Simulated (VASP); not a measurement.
Set up this calculation in VASP 6.6.1, as the native input.

```
Task                   : single point
Functional             : PBE
Potentials or basis    : VASP PAW PBE potentials, release 64 (Sn_d, Se)
Cutoff                 : 520 eV
k mesh                 : 6 × 6 × 4
Occupations            : gaussian, width 0.01 eV
Spin                   : no spin polarisation
Dipole correction      : no
Further INCAR settings : ALGO = Normal; EDIFF = 1e-06; NBANDS = 20
```

The structure of SnSe2 lies in POSCAR:

```
SnSe2
1.0
    3.8110000000      0.0000000000      0.0000000000
   -1.9055000000      3.3004200000      0.0000000000
    0.0000000000      0.0000000000      6.1360000000
Sn Se
1 2
Direct
    0.0000000000      0.0000000000      0.0000000000
    0.3333333333      0.6666666667      0.2490000000
    0.6590918732      0.3181837463      0.7510000000
```

These files were run (other wordings do the same):

INCAR

```
SYSTEM = SnSe2
ALGO = Normal
EDIFF = 1E-6
ENCUT = 520
GGA = PE
ISIF = 2
ISMEAR = 0
LASPH = .TRUE.
LCHARG = .TRUE.
LELF = .TRUE.
LREAL = .FALSE.
LVHAR = .TRUE.
LWAVE = .FALSE.
NBANDS = 20
NELM = 100
PREC = Accurate
SIGMA = 0.01
```

KPOINTS

```
k-points
0
G
  6 6 4
  0 0 0
```

Potentials or basis: VASP PAW PBE potentials, release 64 (Sn_d, Se).

Launch:

```bash
$ cat potpaw_PBE.64/Sn_d/POTCAR potpaw_PBE.64/Se/POTCAR > POTCAR
$ mpirun -np 1 vasp_std > vasp.out
```

Results of the run:

```json
{
 "Pressure": "5.7 GPa",
 "Largest force": "0.835 eV/Å",
 "Band gap on the k mesh": "0.79 eV, indirect (least direct gap 1.09 eV)"
}
```

Caveat: spin-orbit coupling is left out, which moves the levels of the heavy elements; this functional lacks dispersion, which binds the layers, so the pressure and a relaxed spacing across them are unreliable.

Wall time 60 s on 1 thread of AMD EPYC 7R43 64-Core Processor (Zen 3) (shared host), peak memory 0.19 GiB.
